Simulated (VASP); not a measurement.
# SiC4 (I4/mmm) in VASP: single point with PBE

Aim: the single point of SiC4 with PBE.

Program: VASP 6.6.1. These are calculated values, not measurements. Logs are shortened: lines on timing, memory, paths and dates and some standing lists are left out, and cuts for length are marked.

**1. The cell of the first run**

Symmetry: I4/mmm, No. 139, tetragonal system. The conventional cell has a = 4.135 Å, b = 4.135 Å, c = 7.544 Å, α = 90.00°, β = 90.00°, γ = 90.00°. Within 2.5 Å of Si (site symmetry 4/mmm) lie 4 C at 1.89 Å. C (site symmetry m2m) has 3 C at 1.46 to 2.07 Å and 1 Si at 1.89 Å within 2.1 Å.

**2. Single point, PBE**

POSCAR

```
SiC4
1.0
   -2.0674315513      2.0674315513      3.7717999011
    2.0674315513     -2.0674315513      3.7717999011
    2.0674315513      2.0674315513     -3.7717999011
Si C
1 4
Direct
    0.0000000000      0.0000000000      0.0000000000
    0.6767703414      0.6767703414      0.3535406828
    0.3232296586      0.3232296586      0.6464593172
    0.6767703414      0.3232296586      0.0000000000
    0.3232296586      0.6767703414      0.0000000000
```

INCAR.step1

```
ALGO = Normal
EDIFF = 1E-7
ENCUT = 520
GGA = PE
ISIF = 2
ISMEAR = 0
LASPH = T
LCHARG = T
LREAL = F
LWAVE = F
NBANDS = 18
NELM = 80
PREC = Accurate
SIGMA = 0.1
```

KPOINTS.step1

```
k-points
0
Gamma
  12 12 12
```

INCAR.step2

```
ALGO = Normal
EDIFF = 1E-7
ENCUT = 520
GGA = PE
ICHARG = 11
ISIF = 2
ISMEAR = -5
LASPH = T
LCHARG = F
LORBIT = 11
LREAL = F
LWAVE = F
NBANDS = 18
NEDOS = 2001
NELM = 80
PREC = Accurate
SIGMA = 0.1
```

KPOINTS.step2

```
k-points
0
Gamma
  18 18 18
```

Potentials or basis: VASP PAW PBE potentials, release 64 (Si, C).

Started as:

```
$ cat potpaw_PBE.64/Si/POTCAR potpaw_PBE.64/C/POTCAR > POTCAR
$ cp INCAR.step1 INCAR
$ cp KPOINTS.step1 KPOINTS
$ mpirun -np 1 vasp_std > vasp.out
$ cp INCAR.step2 INCAR
$ cp KPOINTS.step2 KPOINTS
$ mpirun -np 1 vasp_std > vasp.out
```

OUTCAR:

```text
EDIFF = 1E-7
   ENCUT = 520
   GGA = PE
   ICHARG = 11
   ISIF = 2
   ISMEAR = -5
   LASPH = T
   LORBIT = 11
   LREAL = F
   NELM = 80
   PREC = Accurate

 ion  position               nearest neighbor table
   1  0.000  0.000  0.000-   3 1.89   4 1.89   5 1.89   2 1.89
   2  0.677  0.677  0.354-   4 1.46   5 1.46   1 1.89   3 2.07
   3  0.323  0.323  0.646-   4 1.46   5 1.46   1 1.89   2 2.07
   4  0.677  0.323  0.000-   2 1.46   3 1.46   1 1.89   5 2.07
   5  0.323  0.677  0.000-   2 1.46   3 1.46   1 1.89   4 2.07

  LATTYP: Found a body centered tetragonal cell.
 ALAT       =     4.1348631026
 C/A-ratio  =     1.8243892518

  Lattice vectors:

 A1 = (  -2.0674315513,   2.0674315513,   3.7717999011)
 A2 = (   2.0674315513,  -2.0674315513,   3.7717999011)
 A3 = (   2.0674315513,   2.0674315513,  -3.7717999011)

Analysis of symmetry for initial positions (statically):
=====================================================================
 Subroutine PRICEL returns:
 Original cell was already a primitive cell.

 Routine SETGRP: Setting up the symmetry group for a
 body centered tetragonal supercell.

 Subroutine GETGRP returns: Found 16 space group operations
 (whereof 16 operations were pure point group operations)
 out of a pool of 16 trial point group operations.

The static configuration has the point symmetry D_4h.

Analysis of symmetry for dynamics (positions and initial velocities):
=====================================================================
 Subroutine PRICEL returns:
 Original cell was already a primitive cell.

 Routine SETGRP: Setting up the symmetry group for a
 body centered tetragonal supercell.

 Subroutine GETGRP returns: Found 16 space group operations
 (whereof 16 operations were pure point group operations)
 out of a pool of 16 trial point group operations.

The dynamic configuration has the point symmetry D_4h.

 Subroutine INISYM returns: Found 16 space group operations
 (whereof 16 operations are pure point group operations),
 and found     1 'primitive' translations

----------------------------------------------------------------------------------------

                                     Primitive cell

  volume of cell :      64.4868

  direct lattice vectors                    reciprocal lattice vectors
    -2.067431551  2.067431551  3.771799901     0.000000000  0.241845975  0.132562706
     2.067431551 -2.067431551  3.771799901     0.241845975  0.000000000  0.132562706
     2.067431551  2.067431551 -3.771799901     0.241845975  0.241845975  0.000000000

  length of vectors
     4.772318193  4.772318193  4.772318193     0.275794030  0.275794030  0.342021858

  position of ions in fractional coordinates (direct lattice)
     0.000000000  0.000000000  0.000000000
     0.676770341  0.676770341  0.353540683
     0.323229659  0.323229659  0.646459317
     0.676770341  0.323229659  0.000000000
     0.323229659  0.676770341  0.000000000

  ion indices of the primitive-cell ions
   primitive index   ion index
                 1           1
                 2           2
                 3           3
                 4           4
                 5           5

----------------------------------------------------------------------------------------

 KPOINTS: k-points

Automatic generation of k-mesh.
 Grid dimensions read from file:
 generate k-points for:   18   18   18

 Generating k-lattice:

  Cartesian coordinates                     Fractional coordinates (reciprocal lattice)
     0.000000000  0.013435888  0.007364595     0.055555556  0.000000000  0.000000000
     0.013435888  0.000000000  0.007364595     0.000000000  0.055555556  0.000000000
     0.013435888  0.013435888  0.000000000     0.000000000  0.000000000  0.055555556

  Length of vectors
     0.015321891  0.015321891  0.019001214

  Shift w.r.t. Gamma in fractional coordinates (k-lattice)
     0.000000000  0.000000000  0.000000000

 TETIRR: Found   7414 inequivalent tetrahedra from    34992

 Subroutine IBZKPT returns following result:
 ===========================================

 Found    480 irreducible k-points:

 Following reciprocal coordinates:
            Coordinates               Weight
  0.000000  0.000000  0.000000      1.000000
  0.055556  0.000000 -0.000000      8.000000
  0.111111  0.000000 -0.000000      8.000000
  0.166667  0.000000 -0.000000      8.000000
  0.222222  0.000000 -0.000000      8.000000
  0.277778  0.000000  0.000000      8.000000
[... 16 lines left out ...]
 -0.277778  0.055556  0.000000     16.000000
 -0.222222  0.055556  0.000000     16.000000
 [... further k-points ...]
   k-points           NKPTS =    480   k-points in BZ     NKDIM =    480   number of bands    NBANDS=     18
   number of dos      NEDOS =   2001   number of ions     NIONS =      5
   total plane-waves  NPLWV =  46656
   dimension x,y,z NGX =    36 NGY =   36 NGZ =   36
   dimension x,y,z NGXF=    72 NGYF=   72 NGZF=   72
   ions per type =               1   4
   NGX,Y,Z   is equivalent  to a cutoff of  12.54, 12.54, 12.54 a.u.
   NGXF,Y,Z  is equivalent  to a cutoff of  25.08, 25.08, 25.08 a.u.
 SYSTEM =  unknown system
   PREC   = accura    normal or accurate (medium, high low for compatibility)
   ISTART =      0    job   : 0-new  1-cont  2-samecut
   ICHARG =     11    charge: 1-file 2-atom 10-const
   ISPIN  =      1    spin polarized calculation?
   LNONCOLLINEAR =      F non collinear calculations
   LSORBIT =      F    spin-orbit coupling
   LASPH  =      T    aspherical Exc in radial PAW
   ENCUT  =  520.0 eV  38.22 Ry    6.18 a.u.   8.87  8.87  8.87*2*pi/ulx,y,z
   NELM   =     80;   NELMIN=  2; NELMDL=  0     # of ELM steps
   EDIFF  = 0.1E-06   stopping-criterion for ELM
   LREAL  =      F    real-space projection
   EDIFFG = 0.1E-05   stopping-criterion for IOM
   NSW    =      0    number of steps for IOM
   IBRION =     -1    ionic relax: 0-MD 1-quasi-New 2-CG
   NFREE  =      0    steps in history (QN), initial steepest desc. (CG)
   ISIF   =      2    stress and relaxation
   ISYM   =      2    0-nonsym 1-usesym 2-fastsym
   POTIM  = 0.5000    time-step for ionic-motion
   TEBEG  =    0.0;   TEEND  =   0.0 temperature during run
   PSTRESS=    0.0 pullay stress
   NELECT =      20.0000    total number of electrons
   NUPDOWN=      -1.0000    fix difference up-down
   EMIN   =  10.00;   EMAX   =-10.00  energy-range for DOS
   EFERMI =   0.00;   METHOD = LEGACY
   ISMEAR =    -5;   SIGMA  =   0.10  broadening in eV -4-tet -1-fermi 0-gaus
   EFERMI_NEDOS =   21; number of points for ismear=-14 and -15
   IALGO  =     38    algorithm
   IMIX   =      4    mixing-type and parameters
     AMIX     =   0.40;   BMIX     =  1.00
     AMIX_MAG =   1.60;   BMIX_MAG =  1.00
  volume/ion in A,a.u.               =      12.90        87.04
  Fermi-wavevector in a.u.,A,eV,Ry     =   1.108140  2.094080 16.707596  1.227974
  Thomas-Fermi vector in A             =   2.244663
   LORBIT       =     11    0 simple, 1 ext, 2 COOP (PROOUT), +10 PAW based schemes
   GGA     = PE    functional components
   LHFCALC =     F    Hartree Fock is set to
   AEXX    =    0.0000 exact exchange contribution
   IVDW    =     0    specifies the selected vdW correction
   LEPSILON=     F    determine dielectric tensor
   LRPA    =     F    only Hartree local field effects (RPA)
 non-spin polarized calculation
 Fermi weights with tetrahedron method with Bloechl corrections
  energy-cutoff  :      520.00
  volume of cell :       64.49
 maximum number of plane-waves:      1774

 number of electron      20.0000000 magnetization

 Free energy of the ion-electron system (eV)
  ---------------------------------------------------
  ext. energy  EPLUGINS =         0.00000000
  ---------------------------------------------------
  free energy    TOTEN  =       -36.55067477 eV

  energy without entropy =      -36.55067477  energy(sigma->0) =      -36.55067477

 E-fermi :   3.1212     XC(G=0):  -9.2013

 val. band max:        3.1498495419   @ k =   0.0556   0.0556  -0.0000
 cond. band min:       3.0749066286   @ k =   0.3333   0.3333   0.1667
 fundamental gap:     -0.0749429132
 Fermi energy:         3.1212369052

 k-point     1 :       0.0000    0.0000    0.0000
  band No.  band energies     occupation
      1     -14.7203      2.00000
      2      -6.9992      2.00000
      3      -6.7304      2.00000
      4      -6.7304      2.00000
      5      -3.4264      2.00000
      6      -1.8603      2.00000
[... 10 lines left out ...]
     17      14.8694      0.00000
     18      14.8895      0.00000

 k-point     2 :       0.0556    0.0000   -0.0000
  band No.  band energies     occupation
      1     -14.7107      2.00000
      2      -7.3150      2.00000
      3      -6.7211      2.00000
      4      -6.4296      2.00000
      5      -3.3719      2.00000
      6      -1.8588      2.00000
[... 10 lines left out ...]
     17      14.2188      0.00000
     18      14.8566      0.00000

 k-point     3 :       0.1111    0.0000   -0.0000
  band No.  band energies     occupation
      1     -14.6824      2.00000
      2      -7.7331      2.00000
      3      -6.6940      2.00000
      4      -6.0540      2.00000
      5      -3.2141      2.00000
      6      -1.8537      2.00000
[... 10 lines left out ...]
     17      13.3406      0.00000
     18      14.8150      0.00000

 k-point     4 :       0.1667    0.0000   -0.0000
  band No.  band energies     occupation
      1     -14.6379      2.00000
      2      -8.1411      2.00000
      3      -6.6507      2.00000
      4      -5.7074      2.00000
      5      -2.9735      2.00000
      6      -1.8444      2.00000
[... 10 lines left out ...]
     17      12.6187      0.00000
     18      14.7408      0.00000

 k-point     5 :       0.2222    0.0000   -0.0000
  band No.  band energies     occupation
      1     -14.5812      2.00000
      2      -8.5198      2.00000
      3      -6.5945      2.00000
      4      -5.3929      2.00000
      5      -2.6951      2.00000
      6      -1.9254      2.00000
[... 10 lines left out ...]
     17      12.5247      0.00000
     18      14.6184      0.00000

 k-point     6 :       0.2778    0.0000    0.0000
  band No.  band energies     occupation
      1     -14.5180      2.00000
      2      -8.8549      2.00000
      3      -6.5305      2.00000
      4      -5.1047      2.00000
      5      -2.4698      2.00000
      6      -2.2722      2.00000
[... 307 lines left out ...]
 k-point    21 :      -0.3889    0.0556    0.0000
  band No.  band energies     occupation
      1     -14.3984      2.00000
      2      -9.3239      2.00000
      3      -6.5448      2.00000
      4      -4.4483      2.00000
      5      -3.2257      2.00000
      6      -2.1333      2.00000
[... 10 lines left out ...]
     17      12.0279      0.00000
     18      13.8441      0.00000

 k-point    22 :      -0.3333    0.0556    0.0000
  band No.  band energies     occupation
      1     -14.4520      2.00000
      2      -9.1158      2.00000
      3      -6.6094      2.00000
      4      -4.6768      2.00000
      5      -2.9703      2.00000
      6      -2.1069      2.00000
[... 10 lines left out ...]
     17      12.2215      0.00000
     18      14.0200      0.00000

 k-point    23 :      -0.2778    0.0556    0.0000
  band No.  band energies     occupation
      1     -14.5142      2.00000
      2      -8.8413      2.00000
      3      -6.6825      2.00000
      4      -4.9318      2.00000
      5      -2.6988      2.00000
      6      -2.2250      2.00000
[... 10 lines left out ...]
     17      12.4354      0.00000
     18      14.2110      0.00000

 k-point    24 :      -0.2222    0.0556    0.0000
  band No.  band energies     occupation
      1     -14.5767      2.00000
      2      -8.5138      2.00000
      3      -6.7529      2.00000
      4      -5.2111      2.00000
      5      -2.6859      2.00000
      6      -2.1557      2.00000
[... 10 lines left out ...]
     17      12.5203      0.00000
     18      14.3698      0.00000

 [... further k-points ...]

------------------------ aborting loop because EDIFF is reached ----------------------------------------

  FORCE on cell =-STRESS in cart. coord.  units (eV):
  Direction    XX          YY          ZZ          XY          YZ          ZX
  --------------------------------------------------------------------------------------
  -------------------------------------------------------------------------------------
  Total        0.1770443      0.1770443      0.3127920      0.0000000     -0.0000000      0.0000000
  in kB        4.3986717      4.3986717      7.7713301      0.0000000     -0.0000000      0.0000000
  external PRESSURE =       5.5228912 kB  Pullay stress =       0.0000000 kB

 VOLUME and BASIS-vectors are now :
 -----------------------------------------------------------------------------
  energy-cutoff  :      520.00
  volume of cell :       64.49
      direct lattice vectors                 reciprocal lattice vectors
    -2.067431551  2.067431551  3.771799901     0.000000000  0.241845975  0.132562706
     2.067431551 -2.067431551  3.771799901     0.241845975  0.000000000  0.132562706
     2.067431551  2.067431551 -3.771799901     0.241845975  0.241845975  0.000000000

 POSITION                                       TOTAL-FORCE (eV/Angst)
 -----------------------------------------------------------------------------------
      0.00000      0.00000      0.00000        -0.000000     -0.000000     -0.000000
      0.73092      0.73092      3.77180         0.064234      0.064234     -0.000000
      1.33651      1.33651      0.00000        -0.064234     -0.064234      0.000000
     -0.73092      0.73092      3.77180        -0.064234      0.064234     -0.000000
      0.73092     -0.73092      3.77180         0.064234     -0.064234     -0.000000
 -----------------------------------------------------------------------------------
    total drift:                               -0.000000     -0.000000      0.000000

  FREE ENERGIE OF THE ION-ELECTRON SYSTEM (eV)
  ---------------------------------------------------
  free  energy   TOTEN  =       -36.5506747747 eV

  energy  without entropy=      -36.5506747747  energy(sigma->0) =      -36.55067477

 total charge

# of ion       s       p       d       tot
------------------------------------------
    1        0.681   0.966   0.000   1.647
    2        0.895   1.604   0.000   2.498
    3        0.895   1.604   0.000   2.498
    4        0.895   1.604   0.000   2.498
    5        0.895   1.604   0.000   2.498
--------------------------------------------------
tot          4.259   7.380   0.000  11.639
```

Run time: 11 min. Hardware: 1 thread of Intel Xeon 8259CL, shared host; peak memory 0.54 GiB.

What came out:

| Quantity | Value |
| --- | --- |
| Valence electrons inside the program's atomic spheres | Si 1.65; C 2.50 |

Caveat: tetrahedron occupations give inexact forces and stress in metals.
